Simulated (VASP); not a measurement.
# YTl3Pb (Pm-3m) in VASP: further runs, part 2 of 2

VASP 6.6.1.

**5. Relaxation of cell and atoms, PBE**

Input file INCAR:

```
PREC = Accurate
ENCUT = 600
EDIFF = 1E-7
ISMEAR = 0
SIGMA = 0.1
LREAL = F
LASPH = T
NELM = 100
ALGO = Normal
ISIF = 3
LWAVE = F
LCHARG = F
GGA = PE
IBRION = 2
NSW = 90
EDIFFG = -0.04
```

Input file KPOINTS:

```
regular mesh
0
Gamma
  4 4 4
```

Input file POSCAR:

```
YTl3Pb
1.0
    5.1587364768      0.0000000000      0.0000000000
    0.0000000000      5.1587364768      0.0000000000
    0.0000000000      0.0000000000      5.1587364768
Y Tl Pb
1 3 1
Direct
    0.0000000000      0.0000000000      0.0000000000
    0.0000000000      0.5000000000      0.5000000000
    0.5000000000      0.0000000000      0.5000000000
    0.5000000000      0.5000000000      0.0000000000
    0.5000000000      0.5000000000      0.5000000000
```

Run with:

```console
cat potpaw_PBE.64/Y_sv/POTCAR potpaw_PBE.64/Tl_d/POTCAR potpaw_PBE.64/Pb_d/POTCAR > POTCAR
mpirun -np 1 vasp_std > vasp.out
```

Run time: 8.5 min. Hardware: 1 thread of Oxide Virtual Turin-like, shared host; peak memory 0.28 GiB.

It converged, with:

* Free energy: -13.6601 eV
* Relaxed volume: 41.09 Å³/atom
* Relaxed cell: a = 5.901 Å, b = 5.901 Å, c = 5.901 Å, α = 90.00°, β = 90.00°, γ = 90.00°
* Space group after relaxing (to 0.1 Å): Pm-3m (No. 221)
* Energy gained by relaxing: 622.1 meV/atom
* Ionic steps: 4
* Pressure after relaxing: -0.1 GPa
* Band gap on the k mesh: zero (bands 32 and 33 overlap by 0.98 eV)

The path:
```csv
step,energy change (eV),largest force (eV/Å),pressure (GPa),volume (Å³)
1,0.0000,0.0000,22.41,137.29
2,-2.9711,0.0000,-1.67,228.60
3,-3.1030,0.0000,0.51,199.56
4,-3.1103,0.0000,-0.10,205.47
```

Final structure:
```
CELL_PARAMETERS angstrom
5.90089 0.00000 0.00000
0.00000 5.90089 0.00000
0.00000 0.00000 5.90089
ATOMIC_POSITIONS crystal
Y 0.00000 0.00000 0.00000
Tl 0.00000 0.50000 0.50000
Tl 0.50000 0.00000 0.50000
Tl 0.50000 0.50000 0.00000
Pb 0.50000 0.50000 0.50000
```

Levels at points of the mesh, in eV from the Fermi level:
| k point | band 29 | band 30 | band 31 | band 32 | band 33 | band 34 | band 35 | band 36 |
| --- | --- | --- | --- | --- | --- | --- | --- | --- |
| (0.00, 0.00, 0.00) | -2.54 | -2.54 | -2.54 | 0.74 | 0.74 | 0.83 | 0.83 | 0.83 |
| (0.50, 0.00, 0.00) | -2.23 | -2.23 | -0.90 | -0.23 | 0.61 | 0.61 | 0.84 | 0.84 |
| (0.50, 0.50, 0.00) | -2.11 | -1.76 | -0.05 | -0.05 | 0.63 | 0.63 | 0.78 | 0.95 |
| (0.50, 0.50, 0.50) | -1.20 | -1.20 | -1.20 | -0.09 | 1.07 | 1.07 | 1.08 | 1.08 |

Caveat: the volume moved by over 15 % at a fixed basis, so the end points are rough; spin-orbit coupling is left out, which moves the levels of the heavy elements.

**6. Single point, PBE**

This run uses another cell than the first one, of 39.94 Å³/atom.

Input file INCAR:

```
ALGO = Fast ; EDIFF = 1E-6
ENCUT = 520 ; GGA = PE
ISIF = 2 ; ISMEAR = 0
LASPH = True ; LCHARG = False
LREAL = False ; LWAVE = False
NBANDS = 40 ; NELM = 60
PREC = Accurate ; SIGMA = 0.1
```

Input file KPOINTS:

```
k-points
0
Gamma
  8 8 8
```

Edit POSCAR of step 5 so:

```diff
@@ -2,5 +2,5 @@
 1.0
-    5.1587364768      0.0000000000      0.0000000000
-    0.0000000000      5.1587364768      0.0000000000
-    0.0000000000      0.0000000000      5.1587364768
+    5.8450743190      0.0000000000      0.0000000000
+    0.0000000000      5.8450743190      0.0000000000
+    0.0000000000      0.0000000000      5.8450743190
 Y Tl Pb
```

Potentials or basis: VASP PAW PBE potentials, release 64 (Y_sv, Tl_d, Pb_d).

Run with:

```console
cat potpaw_PBE.64/Y_sv/POTCAR potpaw_PBE.64/Tl_d/POTCAR potpaw_PBE.64/Pb_d/POTCAR > POTCAR
mpirun -np 1 vasp_std > vasp.out
```

Run time: 19 min. Hardware: 1 thread of Oxide Virtual Turin-like, shared host; peak memory 0.48 GiB.

The run converged. Its results:

```
Free energy            : -13.9220 eV
Pressure               : 0.0 GPa
Band gap on the k mesh : zero (bands 32 and 33 overlap by 1.08 eV)
```

Levels at points of the mesh, in eV from the Fermi level:
```
           k point  band 29  band 30  band 31  band 32  band 33  band 34  band 35  band 36
(0.00, 0.00, 0.00)    -2.77    -2.77    -2.77     0.72     0.72     1.00     1.76     1.76
(0.50, 0.00, 0.00)    -2.46    -2.46    -0.97    -0.33     0.55     0.55     0.72     0.72
(0.50, 0.50, 0.00)    -2.26    -1.98    -0.15    -0.15     0.53     0.53     0.76     0.93
(0.50, 0.50, 0.50)    -1.37    -1.37    -1.37    -0.11     1.07     1.07     1.07     1.07
```

Caveat: spin-orbit coupling is left out, which moves the levels of the heavy elements.

**7. Relaxation of cell and atoms, PBE**

This run uses another cell than the first one, of 40.16 Å³/atom.

Input file INCAR:

```
PREC = Accurate ; ENCUT = 600
EDIFF = 1E-6 ; ISMEAR = 0
SIGMA = 0.1 ; LREAL = F
LASPH = T ; NELM = 100
ALGO = Fast ; ISIF = 3
LWAVE = F ; LCHARG = F
GGA = PE ; IBRION = 2
NSW = 100 ; EDIFFG = -0.01
```

Input file KPOINTS:

```
Automatic mesh
0
Gamma
  6 6 6
```

Edit POSCAR of step 6 so:

```diff
@@ -2,5 +2,5 @@
 1.0
-    5.8450743190      0.0000000000      0.0000000000
-    0.0000000000      5.8450743190      0.0000000000
-    0.0000000000      0.0000000000      5.8450743190
+    5.8560381889      0.0000000000      0.0000000000
+    0.0000000000      5.8560381889      0.0000000000
+    0.0000000000      0.0000000000      5.8560381889
 Y Tl Pb
```

Run with:

```console
cat potpaw_PBE.64/Y_sv/POTCAR potpaw_PBE.64/Tl_d/POTCAR potpaw_PBE.64/Pb_d/POTCAR > POTCAR
mpirun -np 1 vasp_std > vasp.out
```

Wall time 25 min (1 thread of Oxide Virtual Turin-like, shared host); peak memory 0.45 GiB.

Results (log left out):

- Free energy: -13.9781 eV
- Relaxed volume: 39.31 Å³/atom
- Relaxed cell: a = 5.814 Å, b = 5.814 Å, c = 5.814 Å, α = 90.00°, β = 90.00°, γ = 90.00°
- Space group after relaxing (to 0.1 Å): Pm-3m (No. 221)
- Energy gained by relaxing: 1.4 meV/atom
- Ionic steps: 3
- Pressure after relaxing: 0.0 GPa
- Band gap on the k mesh: zero (bands 32 and 33 overlap by 0.81 eV)

Step by step:
```
step  energy change (eV)  largest force (eV/Å)  pressure (GPa)  volume (Å³)
   1              0.0000                0.0000           -0.49       200.82
   2             -0.0069                0.0000           -0.10       197.25
   3             -0.0071                0.0000           -0.01       196.53
```

Final structure:
```
CELL_PARAMETERS angstrom
5.81398 0.00000 0.00000
0.00000 5.81398 0.00000
0.00000 0.00000 5.81398
ATOMIC_POSITIONS crystal
Y 0.00000 0.00000 0.00000
Tl 0.00000 0.50000 0.50000
Tl 0.50000 0.00000 0.50000
Tl 0.50000 0.50000 0.00000
Pb 0.50000 0.50000 0.50000
```

Levels at points of the mesh, in eV from the Fermi level:
| k point | band 28 | band 29 | band 30 | band 31 | band 32 | band 33 | band 34 | band 35 | band 36 | band 37 |
| --- | --- | --- | --- | --- | --- | --- | --- | --- | --- | --- |
| (0.00, 0.00, 0.00) | -3.99 | -2.97 | -2.97 | -2.97 | 0.74 | 0.74 | 0.83 | 0.83 | 0.83 | 1.15 |
| (0.50, 0.00, 0.00) | -4.21 | -2.65 | -2.65 | -1.01 | -0.38 | 0.52 | 0.52 | 0.64 | 0.64 | 0.85 |
| (0.50, 0.50, 0.00) | -4.66 | -2.36 | -2.17 | -0.20 | -0.20 | 0.46 | 0.46 | 0.78 | 0.96 | 1.03 |
| (0.50, 0.50, 0.50) | -6.63 | -1.48 | -1.48 | -1.48 | -0.11 | 1.10 | 1.10 | 1.10 | 1.10 | 1.10 |

Caveat: spin-orbit coupling is left out, which moves the levels of the heavy elements.

**8. Overview**

```csv
task,cell,k mesh,cutoff (eV),gap on the mesh (eV),pressure (GPa),relaxed volume (Å³/atom)
single point,"a = 5.159 Å, 5 atoms",4 × 4 × 4,520,none,22.3,-
single point,"a = 5.856 Å, 5 atoms",4 × 4 × 4,520,none,0.3,-
single point,"a = 5.812 Å, 5 atoms",6 × 6 × 6,520,none,0.0,-
relaxation of cell and atoms,"relaxed from a = 5.159 Å, 5 atoms",4 × 4 × 4,600,none,-0.1,41.09
single point,"a = 5.845 Å, 5 atoms",8 × 8 × 8,520,none,0.0,-
relaxation of cell and atoms,"relaxed from a = 5.856 Å, 5 atoms",6 × 6 × 6,600,none,0.0,39.31
```

Alike in all rows: level PBE; potentials or basis VASP PAW PBE potentials, release 64 (Y_sv, Tl_d, Pb_d); no spin polarisation; smearing gaussian 0.1 eV.

Caveats: spin-orbit coupling is left out, which moves the levels of the heavy elements; the cell stands under pressure (at least some runs); the volume moved by over 15 % at a fixed basis, so the end points are rough (at least some runs).

Absolute energies hang on the potentials; compare differences alone.
